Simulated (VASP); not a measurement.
# ZnS (F-43m) in VASP: a series of runs

Runs on ZnS. Level: PBEsol. Tasks: electric field gradients.

Program: VASP 6.6.1. These are calculated values, not measurements. Logs are shortened: lines on timing, memory, paths and dates and some standing lists are left out, and cuts for length are marked.

**The experiment to reproduce.**

“Electronic, vibrational, and thermodynamic properties of ZnS (zincblende and rocksalt structure)”, 2009, arxiv:0911.5022 quotes, for a bulk crystal of ZnS at 19 K: band gap 3.85 eV (direct).

The runs below are set against these values where they give the same quantity.

### Step 1. The cell of the first run

Symmetry: F-43m, No. 216, cubic system. The conventional cell has a = 5.409 Å, b = 5.409 Å, c = 5.409 Å, α = 90.00°, β = 90.00°, γ = 90.00°. Within 3.1 Å of Zn (site symmetry -43m) lie 4 S at 2.34 Å. Within 3.1 Å of S (site symmetry -43m) lie 4 Zn at 2.34 Å.

### Step 2. Electric field gradients, PBEsol

Contents of INCAR:

```
PREC     = Accurate       # precision mode
ENCUT    = 520            # plane-wave cutoff, eV
EDIFF    = 1E-8           # SCF threshold, eV
ISMEAR   = -1             # smearing method
SIGMA    = 0.01           # smearing width, eV
LREAL    = F              # projectors in reciprocal space
LASPH    = T              # aspherical terms in the spheres
NELM     = 100            # most SCF steps
ALGO     = Normal         # electronic algorithm
ISIF     = 2              # what is computed and relaxed
LWAVE    = F              # write WAVECAR
LCHARG   = F              # write CHGCAR
GGA      = PS             # functional
LEFG     = T            
NBANDS   = 16             # bands
```

Contents of KPOINTS:

```
regular mesh
0
Gamma
  8 8 8
```

Contents of POSCAR:

```
ZnS
1.0
    0.0000000000      2.7046500000      2.7046500000
    2.7046500000      0.0000000000      2.7046500000
    2.7046500000      2.7046500000      0.0000000000
Zn S
1 1
Direct
    0.0000000000      0.0000000000      0.0000000000
    0.7500000000      0.7500000000      0.7500000000
```

Potentials or basis: VASP PAW PBE potentials, release 64 (Zn, S).

On the command line:

```console
$ cat potpaw_PBE.64/Zn/POTCAR potpaw_PBE.64/S/POTCAR > POTCAR
$ mpirun -np 1 vasp_std > vasp.out
```

OUTCAR:

```text
PREC = Accurate
   ENCUT = 520
   EDIFF = 1E-8
   ISMEAR = -1
   LREAL = F
   LASPH = T
   NELM = 100
   ISIF = 2
   GGA = PS

 ion  position               nearest neighbor table
   1  0.000  0.000  0.000-   2 2.34   2 2.34   2 2.34   2 2.34
   2  0.750  0.750  0.750-   1 2.34   1 2.34   1 2.34   1 2.34

  LATTYP: Found a face centered cubic cell.
 ALAT       =     5.4093000000

  Lattice vectors:

 A1 = (   0.0000000000,   2.7046500000,   2.7046500000)
 A2 = (   2.7046500000,   0.0000000000,   2.7046500000)
 A3 = (   2.7046500000,   2.7046500000,   0.0000000000)

Analysis of symmetry for initial positions (statically):
=====================================================================
 Subroutine PRICEL returns:
 Original cell was already a primitive cell.

 Routine SETGRP: Setting up the symmetry group for a
 face centered cubic supercell.

 Subroutine GETGRP returns: Found 24 space group operations
 (whereof 24 operations were pure point group operations)
 out of a pool of 48 trial point group operations.

The static configuration has the point symmetry T_d .

Analysis of symmetry for dynamics (positions and initial velocities):
=====================================================================
 Subroutine PRICEL returns:
 Original cell was already a primitive cell.

 Routine SETGRP: Setting up the symmetry group for a
 face centered cubic supercell.

 Subroutine GETGRP returns: Found 24 space group operations
 (whereof 24 operations were pure point group operations)
 out of a pool of 48 trial point group operations.

The dynamic configuration has the point symmetry T_d .

 Subroutine INISYM returns: Found 24 space group operations
 (whereof 24 operations are pure point group operations),
 and found     1 'primitive' translations

----------------------------------------------------------------------------------------

                                     Primitive cell

  volume of cell :      39.5697

  direct lattice vectors                    reciprocal lattice vectors
     0.000000000  2.704650000  2.704650000    -0.184866803  0.184866803  0.184866803
     2.704650000  0.000000000  2.704650000     0.184866803 -0.184866803  0.184866803
     2.704650000  2.704650000  0.000000000     0.184866803  0.184866803 -0.184866803

  length of vectors
     3.824952711  3.824952711  3.824952711     0.320198696  0.320198696  0.320198696

  position of ions in fractional coordinates (direct lattice)
     0.000000000  0.000000000  0.000000000
     0.750000000  0.750000000  0.750000000

  ion indices of the primitive-cell ions
   primitive index   ion index
                 1           1
                 2           2

----------------------------------------------------------------------------------------

 KPOINTS: regular mesh

Automatic generation of k-mesh.
 Grid dimensions read from file:
 generate k-points for:    8    8    8

 Generating k-lattice:

  Cartesian coordinates                     Fractional coordinates (reciprocal lattice)
    -0.023108350  0.023108350  0.023108350     0.125000000  0.000000000  0.000000000
     0.023108350 -0.023108350  0.023108350     0.000000000  0.125000000  0.000000000
     0.023108350  0.023108350 -0.023108350     0.000000000  0.000000000  0.125000000

  Length of vectors
     0.040024837  0.040024837  0.040024837

  Shift w.r.t. Gamma in fractional coordinates (k-lattice)
     0.000000000  0.000000000  0.000000000

 Subroutine IBZKPT returns following result:
 ===========================================

 Found     29 irreducible k-points:

 Following reciprocal coordinates:
            Coordinates               Weight
  0.000000  0.000000  0.000000      1.000000
  0.125000  0.000000  0.000000      8.000000
  0.250000  0.000000  0.000000      8.000000
  0.375000  0.000000  0.000000      8.000000
  0.500000  0.000000  0.000000      4.000000
  0.125000  0.125000  0.000000      6.000000
[... 16 lines left out ...]
  0.500000  0.250000  0.125000     48.000000
 -0.375000  0.250000  0.125000     24.000000
 [... further k-points ...]
   k-points           NKPTS =     29   k-points in BZ     NKDIM =     29   number of bands    NBANDS=     16
   number of dos      NEDOS =    301   number of ions     NIONS =      2
   total plane-waves  NPLWV =  21952
   dimension x,y,z NGX =    28 NGY =   28 NGZ =   28
   dimension x,y,z NGXF=    56 NGYF=   56 NGZF=   56
   ions per type =               1   1
   NGX,Y,Z   is equivalent  to a cutoff of  12.17, 12.17, 12.17 a.u.
   NGXF,Y,Z  is equivalent  to a cutoff of  24.34, 24.34, 24.34 a.u.
 SYSTEM =  unknown system
   PREC   = accura    normal or accurate (medium, high low for compatibility)
   ISTART =      0    job   : 0-new  1-cont  2-samecut
   ICHARG =      2    charge: 1-file 2-atom 10-const
   ISPIN  =      1    spin polarized calculation?
   LNONCOLLINEAR =      F non collinear calculations
   LSORBIT =      F    spin-orbit coupling
   LASPH  =      T    aspherical Exc in radial PAW
   ENCUT  =  520.0 eV  38.22 Ry    6.18 a.u.   7.11  7.11  7.11*2*pi/ulx,y,z
   NELM   =    100;   NELMIN=  2; NELMDL= -5     # of ELM steps
   EDIFF  = 0.1E-07   stopping-criterion for ELM
   LREAL  =      F    real-space projection
   EDIFFG = 0.1E-06   stopping-criterion for IOM
   NSW    =      0    number of steps for IOM
   IBRION =     -1    ionic relax: 0-MD 1-quasi-New 2-CG
   NFREE  =      0    steps in history (QN), initial steepest desc. (CG)
   ISIF   =      2    stress and relaxation
   ISYM   =      2    0-nonsym 1-usesym 2-fastsym
   POTIM  = 0.5000    time-step for ionic-motion
   TEBEG  =    0.0;   TEEND  =   0.0 temperature during run
   PSTRESS=    0.0 pullay stress
   NELECT =      18.0000    total number of electrons
   NUPDOWN=      -1.0000    fix difference up-down
   EMIN   =  10.00;   EMAX   =-10.00  energy-range for DOS
   EFERMI =   0.00;   METHOD = LEGACY
   ISMEAR =    -1;   SIGMA  =   0.01  broadening in eV -4-tet -1-fermi 0-gaus
   EFERMI_NEDOS =   21; number of points for ismear=-14 and -15
   IALGO  =     38    algorithm
   IMIX   =      4    mixing-type and parameters
     AMIX     =   0.40;   BMIX     =  1.00
     AMIX_MAG =   1.60;   BMIX_MAG =  1.00
  volume/ion in A,a.u.               =      19.78       133.51
  Fermi-wavevector in a.u.,A,eV,Ry     =   1.259055  2.379268 21.568210  1.585219
  Thomas-Fermi vector in A             =   2.392634
   LORBIT       =      0    0 simple, 1 ext, 2 COOP (PROOUT), +10 PAW based schemes
   GGA     = PS    functional components
   LHFCALC =     F    Hartree Fock is set to
   AEXX    =    0.0000 exact exchange contribution
   IVDW    =     0    specifies the selected vdW correction
   LEPSILON=     F    determine dielectric tensor
   LRPA    =     F    only Hartree local field effects (RPA)
 non-spin polarized calculation
  energy-cutoff  :      520.00
  volume of cell :       39.57
 maximum number of plane-waves:      1090
   NGX = 15   NGY = 15   NGZ = 15

 number of electron      17.9999998 magnetization

 Free energy of the ion-electron system (eV)
  ---------------------------------------------------
  ext. energy  EPLUGINS =         0.00000000
  ---------------------------------------------------
  free energy    TOTEN  =        -7.58219472 eV

  energy without entropy =       -7.58219472  energy(sigma->0) =       -7.58219472

 E-fermi :   2.2683     XC(G=0):  -9.8358

 val. band max:        1.9858393203   @ k =   0.0000   0.0000   0.0000
 cond. band min:       3.9510906599   @ k =   0.0000   0.0000   0.0000
 fundamental gap:      1.9652513396
 Fermi energy:         2.2682697019

 k-point     1 :       0.0000    0.0000    0.0000
  band No.  band energies     occupation
      1     -11.1484      2.00000
      2      -4.3732      2.00000
      3      -4.3732      2.00000
      4      -4.3732      2.00000
      5      -3.8774      2.00000
      6      -3.8774      2.00000
[... 8 lines left out ...]
     15      13.7173      0.00000
     16      13.7173      0.00000

 k-point     2 :       0.1250    0.0000    0.0000
  band No.  band energies     occupation
      1     -11.0304      2.00000
      2      -4.3735      2.00000
      3      -4.3523      2.00000
      4      -4.3523      2.00000
      5      -3.8791      2.00000
      6      -3.8791      2.00000
[... 8 lines left out ...]
     15      13.0906      0.00000
     16      14.4100      0.00000
[... 387 lines left out ...]
      5      -3.8603      2.00000
      6      -3.8053      2.00000
[... 8 lines left out ...]
     15      15.6326      0.00000
     16      16.2507      0.00000

 k-point    24 :      -0.3750    0.2500    0.1250
  band No.  band energies     occupation
      1     -10.0539      2.00000
      2      -4.2484      2.00000
      3      -4.1901      2.00000
      4      -3.9338      2.00000
      5      -3.8653      2.00000
      6      -3.6077      2.00000
[... 8 lines left out ...]
     15      15.3278      0.00000
     16      16.1855      0.00000

 [... further k-points ...]
[... 5 lines left out ...]
  --------------------------------------------------------------------------------------
  -------------------------------------------------------------------------------------
  Total       -0.4926776     -0.4926776     -0.4926776      0.0000000      0.0000000      0.0000000
  in kB      -19.9484972    -19.9484972    -19.9484972      0.0000000      0.0000000      0.0000000
  external PRESSURE =     -19.9484972 kB  Pullay stress =       0.0000000 kB

 VOLUME and BASIS-vectors are now :
 -----------------------------------------------------------------------------
  energy-cutoff  :      520.00
  volume of cell :       39.57
      direct lattice vectors                 reciprocal lattice vectors
     0.000000000  2.704650000  2.704650000    -0.184866803  0.184866803  0.184866803
     2.704650000  0.000000000  2.704650000     0.184866803 -0.184866803  0.184866803
     2.704650000  2.704650000  0.000000000     0.184866803  0.184866803 -0.184866803

 POSITION                                       TOTAL-FORCE (eV/Angst)
 -----------------------------------------------------------------------------------
      0.00000      0.00000      0.00000         0.000000      0.000000      0.000000
      4.05697      4.05697      4.05697        -0.000000     -0.000000     -0.000000
 -----------------------------------------------------------------------------------
    total drift:                               -0.000001     -0.000001     -0.000001

  FREE ENERGIE OF THE ION-ELECTRON SYSTEM (eV)
  ---------------------------------------------------
  free  energy   TOTEN  =        -7.5821947242 eV

  energy  without entropy=       -7.5821947242  energy(sigma->0) =       -7.58219472

 Electric field gradients (V/A^2)
---------------------------------------------------------------------
 ion       V_xx      V_yy      V_zz      V_xy      V_xz      V_yz
---------------------------------------------------------------------
   1      -0.000    -0.000     0.000    -0.003    -0.003    -0.003
   2       0.000    -0.000    -0.000    -0.000    -0.000    -0.000
---------------------------------------------------------------------

 Electric field gradients after diagonalization (V/A^2)
 (convention: |V_zz| > |V_xx| > |V_yy|)
----------------------------------------------------------------------
 ion       V_xx      V_yy      V_zz     asymmetry (V_yy - V_xx)/ V_zz
----------------------------------------------------------------------
   1       0.003     0.003    -0.007       0.000
   2       0.000     0.000    -0.000       0.000
----------------------------------------------------------------------

           NMR quadrupolar parameters

 Cq : quadrupolar parameter    Cq=e*Q*V_zz/h
 eta: asymmetry parameters     (V_yy - V_xx)/ V_zz
 Q  : nuclear electric quadrupole moment in mb (millibarn)
----------------------------------------------------------------------
 ion       Cq(MHz)       eta       Q (mb)
----------------------------------------------------------------------
   1      -0.000       0.000       1.000
   2      -0.000       0.000       1.000
----------------------------------------------------------------------
```

It took 8.2 s on 1 thread of Intel Xeon 6975P-C (Granite Rapids), shared host; peak memory 0.16 GiB.

What came out:

```yaml
Free_energy: -7.5822 eV
Pressure: -2.0 GPa
Band_gap_on_the_k_mesh: 1.97 eV, direct
```

Levels at points of the mesh, in eV from the valence-band top:
```tsv
k point	band 5	band 6	band 7	band 8	band 9	band 10	band 11	band 12	band 13	band 14
(0.00, 0.00, 0.00)	-5.86	-5.86	0.00	0.00	0.00	1.97	6.31	6.31	6.31	11.62
(0.50, 0.00, 0.00)	-5.83	-5.66	-5.34	-0.87	-0.87	3.19	6.83	6.83	8.69	11.94
(0.50, 0.50, 0.00)	-5.79	-5.65	-4.60	-2.24	-2.24	3.25	3.97	10.81	11.86	11.86
```

Caveat: without QUAD_EFG the Cq values of the log hold for a quadrupole moment of 1 mb, not for the nuclei; the PAW data sets were made with another functional, which shifts forces and pressure a little.

[end of part 1 of 2]
